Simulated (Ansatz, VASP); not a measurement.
## Two plane-wave programs on TePb

```
Te Pb
1.0
     0.00000    3.22162    3.22162
     3.22162    0.00000    3.22162
     3.22162    3.22162    0.00000
Te Pb
1 1
Cartesian
  3.2216 3.2216 3.2216
  0.0000 0.0000 0.0000
```

Alike in both runs: functional PBEsol; k mesh 8 × 8 × 8; occupations gaussian, width 0.02 eV; no spin polarisation.

Ansatz relaxed the structure, and its values are those at the end. VASP's run is a single point on that final structure, the one shown.

```csv
,VASP,Ansatz
version,VASP 6.6.1,Ansatz 0.2.0
potentials or method,"VASP PAW PBE potentials, release 64 (Te, Pb_d), cutoff 500 eV","scalar-relativistic, plane waves, PAW"
valence electrons in the cell,20,30
```

|  | VASP | Ansatz | Ansatz less VASP |
| --- | --- | --- | --- |
| gap on the k mesh at the Fermi level (eV) | 0.65 | 0.65 | -0.004 |
| least direct gap on the mesh (eV) | 0.65 | 0.65 | -0.004 |
| pressure (GPa) | 0.0 | 0.0 | +0.03 |

VASP's potentials were made for PBE, not for PBEsol. VASP's potentials hold 20 valence electrons a cell and Ansatz's 30, so a difference there can come from the potentials and not from the codes.

Neither program's run includes spin-orbit coupling.
